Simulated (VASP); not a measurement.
Rh, 2 atoms in the cell. Symmetry: P6_3/mmc, No. 194, hexagonal system. Conventional cell: a = 2.589 Å, b = 2.589 Å, c = 4.596 Å, α = 90.00°, β = 90.00°, γ = 120.00°. Rh (site symmetry -6m2) has 12 Rh at 2.59 to 2.74 Å within 3.4 Å. This isn't the form of Rh at room conditions, which is fcc.

```yaml
Program: VASP 6.6.1
Task: single point
Functional: PBE
Potentials_or_basis: VASP PAW PBE potentials, release 64 (Rh_pv)
Cutoff: 520 eV
k_mesh: 18 × 18 × 10
Occupations: gaussian, width 0.15 eV
Spin: no spin polarisation
Dipole_correction: no
Further_INCAR_settings: ALGO = Fast; EDIFF = 1e-07; NBANDS = 22
```

Potentials or basis: VASP PAW PBE potentials, release 64 (Rh_pv).

The run is started by

```console
$ cat potpaw_PBE.64/Rh_pv/POTCAR > POTCAR
$ mpirun -np 1 vasp_std > vasp.out
```

Hardware: 1 thread of Intel(R) Xeon(R) Platinum 8488C (Sapphire Rapids), on a shared host.

Q: How long does it take, and how much memory?

A: Run time: 87 s on 1 thread of Intel(R) Xeon(R) Platinum 8488C (Sapphire Rapids), with other jobs on the host, peak memory 0.22 GiB. Counts: scf iterations 14, k points 222.
